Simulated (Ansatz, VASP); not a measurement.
Hf: VASP beside Ansatz

```xyz
8
Lattice="5.6516 0.0000 0.0000 0.0000 5.6516 0.0000 0.0000 0.0000 5.6516" Properties=species:S:1:pos:R:3 pbc="T T T"
Hf    2.8258    2.8258    2.8258
Hf    0.0000    0.0000    0.0000
Hf    1.4129    0.0000    2.8258
Hf    2.8258    1.4129    0.0000
Hf    2.8258    4.2387    0.0000
Hf    4.2387    0.0000    2.8258
Hf    0.0000    2.8258    4.2387
Hf    0.0000    2.8258    1.4129
```

Alike in both runs: task relaxation of cell and atoms; functional PBEsol; k mesh 4 × 4 × 4; occupations gaussian, width 0.1 eV; no spin polarisation.

|  | VASP | Ansatz |
| --- | --- | --- |
| version | VASP 6.6.1 | Ansatz 0.2.0 |
| potentials or method | VASP PAW PBE potentials, release 64 (Hf_pv), cutoff 600 eV | scalar-relativistic, plane waves, PAW |
| valence electrons in the cell | 80 | 208 |

```csv
,VASP,Ansatz,Ansatz less VASP
"gap on the k mesh at the Fermi level, each at its own relaxed structure (eV)",none,none,-
relaxed volume (Å³/atom),21.33,21.38,+0.050
relaxed cell length with the largest relative difference (Å),5.546,5.551,+0.0044
```

VASP's potentials were made for PBE, not for PBEsol. A gap of «none» marks a metal or a gap that the smearing closes. VASP's potentials hold 80 valence electrons a cell and Ansatz's 208, so a difference there can come from the potentials and not from the codes.

Spin-orbit coupling is off throughout.
